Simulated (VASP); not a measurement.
Wanted: the native input for a VASP 6.6.1 run.

* Task: single point
* Functional: PBE
* Potentials or basis: VASP PAW PBE potentials, release 64 (Si, W_sv)
* Cutoff: 520 eV
* k mesh: 18 × 18 × 18, shifted
* Occupations: gaussian, width 0.1 eV
* Spin: no spin polarisation
* Dipole correction: no
* Further INCAR settings: ALGO = Normal; EDIFF = 1e-07; NBANDS = 18

The structure of Si2W lies in POSCAR:

```
Si2W
1.0
   -1.6145681838      1.6145681838      3.9334723147
    1.6145681838     -1.6145681838      3.9334723147
    1.6145681838      1.6145681838     -3.9334723147
Si W
2 1
Direct
    0.3345739609      0.3345739609      0.0000000000
    0.6654260391      0.6654260391      0.0000000000
    0.0000000000      0.0000000000      0.0000000000
```

One way to write it, as run:

INCAR

```
SYSTEM = Si2W
ALGO = Normal
EDIFF = 1E-7
ENCUT = 520
GGA = PE
ISIF = 2
ISMEAR = 0
LASPH = .True.
LCHARG = .True.
LELF = .True.
LREAL = .False.
LVHAR = .True.
LWAVE = .False.
NBANDS = 18
NELM = 60
PREC = Accurate
SIGMA = 0.1
```

KPOINTS

```
Automatic mesh
0
Gamma
  18 18 18
  0.5 0.5 0.5
```

Potentials or basis: VASP PAW PBE potentials, release 64 (Si, W_sv).

Command:

```sh
$ cat potpaw_PBE.64/Si/POTCAR potpaw_PBE.64/W_sv/POTCAR > POTCAR
$ mpirun -np 1 vasp_std > vasp.out
```

Results of the run:

```
Pressure               : 0.1 GPa
Largest force          : 0.005 eV/Å
Band gap on the k mesh : zero (band 11 reaches 12.47 eV, above the bottom of band 12 at 11.27 eV)
```

Caveat: spin-orbit coupling is left out, which moves the levels of the heavy elements.

Run time: 7.8 min on 1 thread of Intel Xeon 6975P-C (shared host), peak memory 0.47 GiB.
